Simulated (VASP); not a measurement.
Here is a VASP 6.6.1 calculation.

INCAR

```
SYSTEM = Zr3W4Se
  ALGO = Normal
  EDIFF = 1E-7
  ENCUT = 520
  GGA = PE
  ISIF = 2
  ISMEAR = 0
  ISPIN = 2
  LASPH = .TRUE.
  LCHARG = .FALSE.
  LMAXMIX = 4
  LORBIT = 11
  LREAL = .FALSE.
  LWAVE = .FALSE.
  MAGMOM = 0 0 0 0 0 0 0 0
  NBANDS = 63
  NELM = 150
  PREC = Accurate
  SIGMA = 0.1
```

File KPOINTS:

```
k-points
0
G
  4 4 2
  0 0 0
```

The input POSCAR:

```
Zr3W4Se
1.0
    3.8503404530      0.0000000000      0.0000000000
    0.0000000000      3.8503404530      0.0000000000
    0.0000000000      0.0000000000      9.9551658199
Zr W Se
3 4 1
Direct
    0.0000000000      0.0000000000      0.7513427370
    0.5000000000      0.5000000000      0.2576999464
    0.5000000000      0.5000000000      0.7573797172
    0.5000000000      0.0000000000      0.0003598256
    0.5000000000      0.0000000000      0.5079104633
    0.0000000000      0.5000000000      0.0003598256
    0.0000000000      0.5000000000      0.5079104633
    0.0000000000      0.0000000000      0.2170380315
```

Potentials or basis: VASP PAW PBE potentials, release 64 (Zr_sv, W_sv, Se).

Command:

```console
$ cat potpaw_PBE.64/Zr_sv/POTCAR potpaw_PBE.64/W_sv/POTCAR potpaw_PBE.64/Se/POTCAR > POTCAR
$ mpirun -np 1 vasp_std > vasp.out
```

Task: Estimate the net moment.

Result: 0.00 μB per cell.

Task: Estimate the largest force.

Result: 0.152 eV/Å.

Task: Estimate the band gap on the k mesh.

Result: Zero (filled and empty bands overlap).

Task: Predict the pressure.

Result: 0.4 GPa.

Stress tensor (GPa, compression positive):
```
 1.69  0.00  0.00
 0.00  1.69  0.00
 0.00  0.00 -2.07
```

Caveat: the k points lie up to 0.41 Å⁻¹ apart, too coarse for converged energies and pressures of a metal; spin-orbit coupling is left out, which moves the levels of the heavy elements.
